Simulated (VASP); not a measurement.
Wanted: the native input for a VASP 6.6.1 run.

```yaml
Task: single point
Functional: LDA
Potentials_or_basis: VASP PAW LDA potentials, release 64 (K_sv)
Cutoff: 500 eV
k_mesh: 9 × 9 × 9
Occupations: fermi-dirac, width 0.05 eV
Spin: no spin polarisation
Dipole_correction: no
Further_INCAR_settings: ALGO = Normal; EDIFF = 1e-06; NBANDS = 10
```

The structure of K lies in POSCAR:

```
K
1.0
    3.6501968243      0.0000000000      0.0000000000
    0.0000000000      3.6501968243      0.0000000000
    0.0000000000      0.0000000000      3.6501968243
K
1
Direct
    0.0000000000      0.0000000000      0.0000000000
```

This cell differs from its parent crystal: volume scaled by 0.7.

One way to write it, as run:

INCAR

```
PREC = Accurate ; ENCUT = 500
EDIFF = 1E-6 ; ISMEAR = -1
SIGMA = 0.05 ; LREAL = False
LASPH = True ; NELM = 120
ALGO = Normal ; ISIF = 2
LWAVE = False ; LCHARG = False
NBANDS = 10 ; GGA_COMPAT = False
```

KPOINTS

```
regular mesh
0
Gamma
  9 9 9
```

Potentials or basis: VASP PAW LDA potentials, release 64 (K_sv).

Command:

```console
$ cat potpaw_LDA.64/K_sv/POTCAR > POTCAR
$ mpirun -np 1 vasp_std > vasp.out
```

Results of the run:

- Pressure: 2.3 GPa

Run time: 13 s on 1 thread of AMD EPYC 7R13 (shared host), peak memory 0.11 GiB.
